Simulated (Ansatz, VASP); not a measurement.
AlN: VASP beside Ansatz

```
CELL_PARAMETERS angstrom
-3.27586 0.00000 0.00000
0.00000 0.00000 -4.10069
0.00000 -5.67395 0.00000
ATOMIC_POSITIONS crystal
Al 0.50000 0.25000 0.16667
Al 0.00000 0.25000 0.66667
Al 0.00000 0.75000 0.33333
Al 0.50000 0.75000 0.83333
N 0.50000 0.75000 0.16667
N 0.00000 0.75000 0.66667
N 0.00000 0.25000 0.33333
N 0.50000 0.25000 0.83333
```

Alike in both runs: task single point; functional LDA; k mesh 8 × 6 × 4; occupations gaussian, width 0.05 eV; no spin polarisation.

|  | VASP | Ansatz |
| --- | --- | --- |
| version | VASP 6.6.1 | Ansatz 0.2.0 |
| potentials or method | VASP PAW LDA potentials, release 64 (Al, N), cutoff 520 eV | scalar-relativistic, plane waves, PAW |
| valence electrons in the cell | 32 | 32 |

```csv
,VASP,Ansatz,Ansatz less VASP
gap on the k mesh at the Fermi level (eV),3.63,3.62,-0.009
least direct gap on the mesh (eV),3.63,3.62,-0.009
pressure (GPa),0.6,0.0,-0.66
"traceless stress, the component that is largest in VASP (GPa)",-0.15,0.00,+0.151
```

Ansatz warns that its potentials were made for another functional, while VASP's fit it. LDA's correlation is that of Perdew and Zunger in VASP and of Perdew and Wang (1992) in Ansatz.
